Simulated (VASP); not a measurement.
MoS2, 12 atoms in the cell. The cell holds a slab with vacuum, 12 atoms: a = 3.141 Å, b = 3.141 Å, c = 36.986 Å, α = 90.00°, β = 90.00°, γ = 120.00°. 

| Quantity | Value |
| --- | --- |
| Program | VASP 6.6.1 |
| Task | single point |
| Functional | PBEsol |
| Potentials or basis | VASP PAW PBE potentials, release 64 (S, Mo_sv) |
| Cutoff | 520 eV |
| k mesh | 9 × 9 × 1 |
| Occupations | gaussian, width 0.05 eV |
| Spin | no spin polarisation |
| Dipole correction | yes |
| Further INCAR settings | ALGO = Normal; EDIFF = 1e-07; NBANDS = 64 |

Potentials or basis: VASP PAW PBE potentials, release 64 (S, Mo_sv).

Command:

```bash
$ cat potpaw_PBE.64/S/POTCAR potpaw_PBE.64/Mo_sv/POTCAR > POTCAR
$ mpirun -np 1 vasp_std > vasp.out
```

Hardware: 1 thread of Intel(R) Xeon(R) Platinum 8559C (Emerald Rapids), with other jobs on the host.

Q: Estimate the wall time of this run.

A: It took 5.6 min on 1 thread of Intel(R) Xeon(R) Platinum 8559C (Emerald Rapids) (shared host), peak memory 0.5 GiB. Counts: scf iterations 28, k points 12.
